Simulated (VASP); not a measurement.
Write the native input for VASP 6.6.1 that does the following.

```yaml
Task: single point
Functional: LDA
Potentials_or_basis: VASP PAW LDA potentials, release 64 (C)
Cutoff: 520 eV
k_mesh: 12 × 12 × 12
Occupations: gaussian, width 0.05 eV
Spin: no spin polarisation
Dipole_correction: no
Further_INCAR_settings: ALGO = Normal; EDIFF = 1e-06; NBANDS = 11
```

The structure of C lies in POSCAR:

```
C
1.0
    0.0000000000      1.8671620936      1.6550524798
    1.8671620936      0.0000000000      1.6550524798
    1.8671620936      1.8671620936      0.0000000000
C
2
Direct
    0.5000000000      0.5000000000      0.5000000000
    0.7500000000      0.7500000000      0.7500000000
```

This cell differs from its parent crystal: volume 5.770 Å^3 an atom, c/a of the conventional cell 0.8864.

The input as run:

INCAR

```
ALGO = Normal ; EDIFF = 1E-6
ENCUT = 520 ; ISIF = 2
ISMEAR = 0 ; LASPH = T
LCHARG = F ; LREAL = F
LWAVE = F ; NBANDS = 11
NELM = 100 ; PREC = Accurate
SIGMA = 0.05
```

KPOINTS

```
k-points
0
Gamma
  12 12 12
```

Potentials or basis: VASP PAW LDA potentials, release 64 (C).

The run is started by

```sh
$ cat potpaw_LDA.64/C/POTCAR > POTCAR
$ mpirun -np 1 vasp_std > vasp.out
```

Results of the run:

The pressure is -18.4 GPa and the band gap on the k mesh is 1.21 eV, indirect (least direct gap 3.62 eV).

It took 9.1 s on 1 thread of Intel Xeon 6975P-C (shared host), peak memory 0.12 GiB.
